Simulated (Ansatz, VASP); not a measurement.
Pd: VASP beside Ansatz

```xyz
1
Lattice="-1.5930 1.5930 1.5930 1.5930 -1.5930 1.5930 1.5930 1.5930 -1.5930" Properties=species:S:1:pos:R:3 pbc="T T T"
Pd    0.0000    0.0000    0.0000
```

Alike in both runs: task single point; functional r2SCAN; k mesh 10 × 10 × 10; occupations fermi-dirac, width 0.05 eV; no spin polarisation.

|  | VASP | Ansatz |
| --- | --- | --- |
| version | VASP 6.6.1 | Ansatz 0.2.0 |
| potentials or method | VASP PAW PBE potentials, release 64 (Pd), cutoff 520 eV | plane waves, PAW |
| valence electrons in the cell | 10 | 18 |

Ansatz gave:

```
pressure (GPa) : -10.7
```

**Question.** Which values does VASP return?

**Answer.** Pressure (GPa): -10.3.

VASP's potentials were made for PBE, not for r2SCAN. VASP's potentials hold 10 valence electrons a cell and Ansatz's 18, so a difference there can come from the potentials and not from the codes.
